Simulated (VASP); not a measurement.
A run of VASP 6.6.1 is set up as follows.

The input INCAR:

```
PREC = Accurate
ENCUT = 500
EDIFF = 1E-6
ISMEAR = 0
SIGMA = 0.02
LREAL = False
LASPH = True
NELM = 120
ALGO = Normal
ISIF = 2
LWAVE = False
LCHARG = True
GGA = PS
LELF = True
LVHAR = True
NBANDS = 15
GGA_COMPAT = False
```

The input KPOINTS:

```
regular mesh
0
Gamma
  6 6 6
```

The input POSCAR:

```
CsBr
1.0
    4.2763993600      0.0000000000      0.0000000000
    0.0000000000      4.2763993600      0.0000000000
    0.0000000000      0.0000000000      4.2763993600
Cs Br
1 1
Direct
    0.0000000000      0.0000000000      0.0000000000
    0.5000000000      0.5000000000      0.5000000000
```

Potentials or basis: VASP PAW PBE potentials, release 64 (Cs_sv, Br).

Command:

```bash
$ cat potpaw_PBE.64/Cs_sv/POTCAR potpaw_PBE.64/Br/POTCAR > POTCAR
$ mpirun -np 1 vasp_std > vasp.out
```

Task: What does it give for the pressure?

Result: -0.3 GPa.

Task: Predict the band gap on the k mesh.

Result: 4.35 eV.

Caveat: the cell differs from its parent crystal (strained); the PAW data sets were made with another functional, which shifts forces and pressure a little; spin-orbit coupling is left out, which moves the levels of the heavy elements.
